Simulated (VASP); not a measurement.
# ZnS (rocksalt type) (Fm-3m) in VASP: notebook

ZnS (rocksalt type) is run at these levels: PBE; tasks: single point.

All numbers are computed with VASP 6.6.1; they aren't measurements. Logs are shortened: lines on timing, memory, paths and dates and some standing lists are left out, and cuts for length are marked.

### Step 1. The cell of the first run

Symmetry: Fm-3m, No. 225, cubic system. The conventional cell has a = 4.181 Å, b = 4.181 Å, c = 4.181 Å, α = 90.00°, β = 90.00°, γ = 90.00°. Within 2.8 Å of Zn (site symmetry m-3m) lie 6 S at 2.09 Å. Within 2.8 Å of S (site symmetry m-3m) lie 6 Zn at 2.09 Å.

### Step 2. Single point, PBE (volume scaled by 0.55)

INCAR

```
SYSTEM = ZnS
PREC = Accurate
ENCUT = 520
EDIFF = 1E-7
ISMEAR = -1
SIGMA = 0.08
LREAL = .FALSE.
LASPH = .TRUE.
NELM = 60
ALGO = Normal
ISIF = 2
LWAVE = .FALSE.
LCHARG = .FALSE.
GGA = PE
NBANDS = 16
```

KPOINTS

```
Automatic mesh
0
G
  14 14 14
  0 0 0
```

POSCAR

```
ZnS
1.0
    0.0000000000      2.0907115493      2.0907115493
    2.0907115493      0.0000000000      2.0907115493
    2.0907115493      2.0907115493      0.0000000000
Zn S
1 1
Direct
    0.0000000000      0.0000000000      0.0000000000
    0.5000000000      0.5000000000      0.5000000000
```

Potentials or basis: VASP PAW PBE potentials, release 64 (Zn, S).

Command:

```console
$ cat potpaw_PBE.64/Zn/POTCAR potpaw_PBE.64/S/POTCAR > POTCAR
$ mpirun -np 1 vasp_std > vasp.out
```

OUTCAR:

```text
SYSTEM = ZnS
   PREC = Accurate
   ENCUT = 520
   EDIFF = 1E-7
   ISMEAR = -1
   LREAL = .FALSE.
   LASPH = .TRUE.
   NELM = 60
   ISIF = 2
   GGA = PE

 ion  position               nearest neighbor table
   1  0.000  0.000  0.000-   2 2.09   2 2.09   2 2.09   2 2.09   2 2.09   2 2.09
   2  0.500  0.500  0.500-   1 2.09   1 2.09   1 2.09   1 2.09   1 2.09   1 2.09

  LATTYP: Found a face centered cubic cell.
 ALAT       =     4.1814230986

  Lattice vectors:

 A1 = (   0.0000000000,   2.0907115493,   2.0907115493)
 A2 = (   2.0907115493,   0.0000000000,   2.0907115493)
 A3 = (   2.0907115493,   2.0907115493,   0.0000000000)

Analysis of symmetry for initial positions (statically):
=====================================================================
 Subroutine PRICEL returns:
 Original cell was already a primitive cell.

 Routine SETGRP: Setting up the symmetry group for a
 face centered cubic supercell.

 Subroutine GETGRP returns: Found 48 space group operations
 (whereof 48 operations were pure point group operations)
 out of a pool of 48 trial point group operations.

The static configuration has the point symmetry O_h .

Analysis of symmetry for dynamics (positions and initial velocities):
=====================================================================
 Subroutine PRICEL returns:
 Original cell was already a primitive cell.

 Routine SETGRP: Setting up the symmetry group for a
 face centered cubic supercell.

 Subroutine GETGRP returns: Found 48 space group operations
 (whereof 48 operations were pure point group operations)
 out of a pool of 48 trial point group operations.

The dynamic configuration has the point symmetry O_h .

 Subroutine INISYM returns: Found 48 space group operations
 (whereof 48 operations are pure point group operations),
 and found     1 'primitive' translations

----------------------------------------------------------------------------------------

                                     Primitive cell

  volume of cell :      18.2773

  direct lattice vectors                    reciprocal lattice vectors
     0.000000000  2.090711549  2.090711549    -0.239153029  0.239153029  0.239153029
     2.090711549  0.000000000  2.090711549     0.239153029 -0.239153029  0.239153029
     2.090711549  2.090711549  0.000000000     0.239153029  0.239153029 -0.239153029

  length of vectors
     2.956712628  2.956712628  2.956712628     0.414225197  0.414225197  0.414225197

  position of ions in fractional coordinates (direct lattice)
     0.000000000  0.000000000  0.000000000
     0.500000000  0.500000000  0.500000000

  ion indices of the primitive-cell ions
   primitive index   ion index
                 1           1
                 2           2

----------------------------------------------------------------------------------------

 KPOINTS: Automatic mesh

Automatic generation of k-mesh.
 Grid dimensions read from file:
 generate k-points for:   14   14   14

 Generating k-lattice:

  Cartesian coordinates                     Fractional coordinates (reciprocal lattice)
    -0.017082359  0.017082359  0.017082359     0.071428571  0.000000000  0.000000000
     0.017082359 -0.017082359  0.017082359     0.000000000  0.071428571  0.000000000
     0.017082359  0.017082359 -0.017082359     0.000000000  0.000000000  0.071428571

  Length of vectors
     0.029587514  0.029587514  0.029587514

  Shift w.r.t. Gamma in fractional coordinates (k-lattice)
     0.000000000  0.000000000  0.000000000

 Subroutine IBZKPT returns following result:
 ===========================================

 Found    104 irreducible k-points:

 Following reciprocal coordinates:
            Coordinates               Weight
  0.000000  0.000000  0.000000      1.000000
  0.071429  0.000000  0.000000      8.000000
  0.142857  0.000000  0.000000      8.000000
  0.214286  0.000000  0.000000      8.000000
  0.285714  0.000000  0.000000      8.000000
  0.357143  0.000000  0.000000      8.000000
[... 16 lines left out ...]
  0.214286  0.142857  0.000000     24.000000
  0.285714  0.142857  0.000000     24.000000
 [... further k-points ...]
   k-points           NKPTS =    104   k-points in BZ     NKDIM =    104   number of bands    NBANDS=     16
   number of dos      NEDOS =    301   number of ions     NIONS =      2
   total plane-waves  NPLWV =  13824
   dimension x,y,z NGX =    24 NGY =   24 NGZ =   24
   dimension x,y,z NGXF=    48 NGYF=   48 NGZF=   48
   ions per type =               1   1
   NGX,Y,Z   is equivalent  to a cutoff of  13.49, 13.49, 13.49 a.u.
   NGXF,Y,Z  is equivalent  to a cutoff of  26.99, 26.99, 26.99 a.u.
 SYSTEM =  ZnS
   PREC   = accura    normal or accurate (medium, high low for compatibility)
   ISTART =      0    job   : 0-new  1-cont  2-samecut
   ICHARG =      2    charge: 1-file 2-atom 10-const
   ISPIN  =      1    spin polarized calculation?
   LNONCOLLINEAR =      F non collinear calculations
   LSORBIT =      F    spin-orbit coupling
   LASPH  =      T    aspherical Exc in radial PAW
   ENCUT  =  520.0 eV  38.22 Ry    6.18 a.u.   5.50  5.50  5.50*2*pi/ulx,y,z
   NELM   =     60;   NELMIN=  2; NELMDL= -5     # of ELM steps
   EDIFF  = 0.1E-06   stopping-criterion for ELM
   LREAL  =      F    real-space projection
   EDIFFG = 0.1E-05   stopping-criterion for IOM
   NSW    =      0    number of steps for IOM
   IBRION =     -1    ionic relax: 0-MD 1-quasi-New 2-CG
   NFREE  =      0    steps in history (QN), initial steepest desc. (CG)
   ISIF   =      2    stress and relaxation
   ISYM   =      2    0-nonsym 1-usesym 2-fastsym
   POTIM  = 0.5000    time-step for ionic-motion
   TEBEG  =    0.0;   TEEND  =   0.0 temperature during run
   PSTRESS=    0.0 pullay stress
   NELECT =      18.0000    total number of electrons
   NUPDOWN=      -1.0000    fix difference up-down
   EMIN   =  10.00;   EMAX   =-10.00  energy-range for DOS
   EFERMI =   0.00;   METHOD = LEGACY
   ISMEAR =    -1;   SIGMA  =   0.08  broadening in eV -4-tet -1-fermi 0-gaus
   EFERMI_NEDOS =   21; number of points for ismear=-14 and -15
   IALGO  =     38    algorithm
   IMIX   =      4    mixing-type and parameters
     AMIX     =   0.40;   BMIX     =  1.00
     AMIX_MAG =   1.60;   BMIX_MAG =  1.00
  volume/ion in A,a.u.               =       9.14        61.67
  Fermi-wavevector in a.u.,A,eV,Ry     =   1.628777  3.077942 36.095080  2.652914
  Thomas-Fermi vector in A             =   2.721352
   LORBIT       =      0    0 simple, 1 ext, 2 COOP (PROOUT), +10 PAW based schemes
   GGA     = PE    functional components
   LHFCALC =     F    Hartree Fock is set to
   AEXX    =    0.0000 exact exchange contribution
   IVDW    =     0    specifies the selected vdW correction
   LEPSILON=     F    determine dielectric tensor
   LRPA    =     F    only Hartree local field effects (RPA)
 non-spin polarized calculation
  energy-cutoff  :      520.00
  volume of cell :       18.28
 maximum number of plane-waves:       531
 NGX is ok and might be reduce to    24
   NGX = 11   NGY = 11   NGZ = 11

 number of electron      17.9999991 magnetization

 Free energy of the ion-electron system (eV)
  ---------------------------------------------------
  ext. energy  EPLUGINS =         0.00000000
  ---------------------------------------------------
  free energy    TOTEN  =        -0.85770703 eV

  energy without entropy =       -0.85164728  energy(sigma->0) =       -0.85467716

 E-fermi :  12.6668     XC(G=0): -14.0211

 val. band max:       12.6509877671   @ k =  -0.2143   0.1429   0.0000
 cond. band min:      12.7590146026   @ k =   0.3571   0.3571   0.0000
 fundamental gap:      0.1080268356
 Fermi energy:        12.6668411123

 k-point     1 :       0.0000    0.0000    0.0000
  band No.  band energies     occupation
      1      -8.2436      2.00000
      2       2.9722      2.00000
      3       2.9722      2.00000
      4       2.9757      2.00000
      5       2.9757      2.00000
      6       2.9757      2.00000
[... 8 lines left out ...]
     15      25.9006      0.00000
     16      25.9006      0.00000

 k-point     2 :       0.0714    0.0000    0.0000
  band No.  band energies     occupation
      1      -8.1246      2.00000
      2       2.9115      2.00000
      3       2.9115      2.00000
      4       2.9300      2.00000
      5       3.0081      2.00000
      6       3.0081      2.00000
[... 8 lines left out ...]
     15      24.7298      0.00000
     16      25.3042      0.00000

 k-point     3 :       0.1429    0.0000    0.0000
  band No.  band energies     occupation
      1      -7.7706      2.00000
      2       2.7458      2.00000
      3       2.7458      2.00000
      4       2.7773      2.00000
      5       3.1019      2.00000
      6       3.1019      2.00000
[... 8 lines left out ...]
     15      23.4624      0.00000
     16      26.3971      0.00000

 k-point     4 :       0.2143    0.0000    0.0000
  band No.  band energies     occupation
      1      -7.1916      2.00000
      2       2.4578      2.00000
      3       2.5202      2.00000
      4       2.5202      2.00000
      5       3.2409      2.00000
      6       3.2409      2.00000
[... 8 lines left out ...]
     15      24.2394      0.00000
     16      26.3532      0.00000
[... 324 lines left out ...]
 k-point    22 :       0.1429    0.1429    0.0000
  band No.  band energies     occupation
      1      -7.6204      2.00000
      2       2.4518      2.00000
      3       2.8341      2.00000
      4       3.0356      2.00000
      5       3.0356      2.00000
      6       3.0369      2.00000
[... 8 lines left out ...]
     15      26.3501      0.00000
     16      27.9932      0.00000

 k-point    23 :       0.2143    0.1429    0.0000
  band No.  band energies     occupation
      1      -7.2046      2.00000
      2       2.1871      2.00000
      3       2.7124      2.00000
      4       2.8962      2.00000
      5       3.1084      2.00000
      6       3.2112      2.00000
[... 8 lines left out ...]
     15      26.1464      0.00000
     16      28.9627      0.00000

 k-point    24 :       0.2857    0.1429    0.0000
  band No.  band energies     occupation
      1      -6.5792      2.00000
      2       1.8615      2.00000
      3       2.4890      2.00000
      4       2.6905      2.00000
      5       3.2340      2.00000
      6       3.3955      2.00000
[... 8 lines left out ...]
     15      26.4606      0.00000
     16      28.8515      0.00000

 [... further k-points ...]

------------------------ aborting loop because EDIFF is reached ----------------------------------------

  FORCE on cell =-STRESS in cart. coord.  units (eV):
  Direction    XX          YY          ZZ          XY          YZ          ZX
  --------------------------------------------------------------------------------------
  -------------------------------------------------------------------------------------
  Total       22.4524110     22.4524110     22.4524110     -0.0000000      0.0000000     -0.0000000
  in kB     1968.1636871   1968.1636871   1968.1636871     -0.0000000      0.0000000     -0.0000000
  external PRESSURE =    1968.1636871 kB  Pullay stress =       0.0000000 kB

 VOLUME and BASIS-vectors are now :
 -----------------------------------------------------------------------------
  energy-cutoff  :      520.00
  volume of cell :       18.28
      direct lattice vectors                 reciprocal lattice vectors
     0.000000000  2.090711549  2.090711549    -0.239153029  0.239153029  0.239153029
     2.090711549  0.000000000  2.090711549     0.239153029 -0.239153029  0.239153029
     2.090711549  2.090711549  0.000000000     0.239153029  0.239153029 -0.239153029

 POSITION                                       TOTAL-FORCE (eV/Angst)
 -----------------------------------------------------------------------------------
      0.00000      0.00000      0.00000         0.000000      0.000000      0.000000
      2.09071      2.09071      2.09071        -0.000000     -0.000000     -0.000000
 -----------------------------------------------------------------------------------
    total drift:                                0.000000     -0.000000     -0.000000

  FREE ENERGIE OF THE ION-ELECTRON SYSTEM (eV)
  ---------------------------------------------------
  free  energy   TOTEN  =        -0.8577070296 eV

  energy  without entropy=       -0.8516472815  energy(sigma->0) =       -0.85467716
```

It took 12 s on 1 thread of Intel Xeon 6975P-C (Granite Rapids), shared host; peak memory 0.15 GiB.

Results:

```yaml
Free_energy: -0.8577 eV
Pressure: 196.8 GPa
Band_gap_on_the_k_mesh: zero (band 9 reaches 12.65 eV, above the bottom of band 10 at 12.03 eV)
```

### Step 3. Single point, PBE (volume scaled by 0.55)

INCAR

```
PREC = Accurate
ENCUT = 520
EDIFF = 1E-6
ISMEAR = -1
SIGMA = 0.08
LREAL = False
LASPH = True
NELM = 100
ALGO = Normal
ISIF = 2
LWAVE = False
LCHARG = False
GGA = PE
NBANDS = 16
```

KPOINTS

```
regular mesh
0
Gamma
  14 14 14
```

POSCAR is that of step 2.

Potentials or basis: VASP PAW PBE potentials, release 64 (Zn, S).

Command:

```console
$ cat potpaw_PBE.64/Zn/POTCAR potpaw_PBE.64/S/POTCAR > POTCAR
$ mpirun -np 1 vasp_std > vasp.out
```

Wall time 10 s (1 thread of Intel Xeon 6975P-C (Granite Rapids), shared host); peak memory 0.15 GiB.

Results (log left out):

```
Free energy            : -0.8577 eV
Pressure               : 196.8 GPa
Band gap on the k mesh : zero (band 9 reaches 12.65 eV, above the bottom of band 10 at 12.03 eV)
```

Levels at points of the mesh, in eV from the Fermi level:
```
           k point  band 7  band 8  band 9  band 10  band 11  band 12
(0.00, 0.00, 0.00)   -1.82   -1.82   -1.82     8.09     8.10     8.10
(0.50, 0.00, 0.00)   -7.98   -0.06   -0.06     3.10     3.92     3.92
(0.50, 0.50, 0.00)   -7.17   -6.01   -6.01    -0.64     3.09    17.16
```
